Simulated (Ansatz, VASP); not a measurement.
**Ba: VASP beside Ansatz**

The input INCAR:

```
SYSTEM = Ba
  PREC = Accurate
  ENCUT = 520
  EDIFF = 1E-8
  ISMEAR = -1
  SIGMA = 0.05
  LREAL = .False.
  LASPH = .True.
  NELM = 80
  ALGO = Normal
  ISIF = 2
  LWAVE = .False.
  LCHARG = .False.
  GGA = PS
  LEFG = .True.
  NBANDS = 11
```

The input KPOINTS:

```
regular mesh
0
Gamma
  10 10 10
  0 0 0
```

Contents of POSCAR:

```
Ba
1.0
   -2.5328985096      2.5328985096      2.5328985096
    2.5328985096     -2.5328985096      2.5328985096
    2.5328985096      2.5328985096     -2.5328985096
Ba
1
Direct
    0.0000000000      0.0000000000      0.0000000000
```

Input for Ansatz:

```yaml
crystal:
  lattice:
    - [-2.5328985096, 2.5328985096, 2.5328985096]
    - [2.5328985096, -2.5328985096, 2.5328985096]
    - [2.5328985096, 2.5328985096, -2.5328985096]
  atoms:
    - { symbol: Ba, position: [0.0, 0.0, 0.0] }
kpoints:
  mp_grid: { grid: [10, 10, 10] }
scf:
  occupations: { method: fermi_dirac, width: 0.05 }
hamiltonian:
  xc: pbesol
  pseudopotentials: { kind: all_electron, datasets: crystal }
output:
  forces: true
  stress: true
  eigenvalues: true
  efg: { contact_densities: true }
```

Change from the starting cell: volume scaled by 1.04, crystal datasets.

Alike in both runs: task electric field gradients; functional PBEsol; k mesh 10 × 10 × 10; occupations fermi-dirac, width 0.05 eV; no spin polarisation.

```csv
,VASP,Ansatz
version,VASP 6.6.1,Ansatz 0.2.0
potentials or method,"VASP PAW PBE potentials, release 64 (Ba_sv), cutoff 520 eV","all-electron PAW with datasets made for the crystal, scalar-relativistic"
```

```tsv
	VASP	Ansatz	Ansatz less VASP
pressure (GPa)	-0.8	-0.9	-0.04
```

VASP's potentials were made for PBE, not for PBEsol. Ansatz ran all-electron here, and VASP with PAW potentials.

Spin-orbit coupling is off throughout.
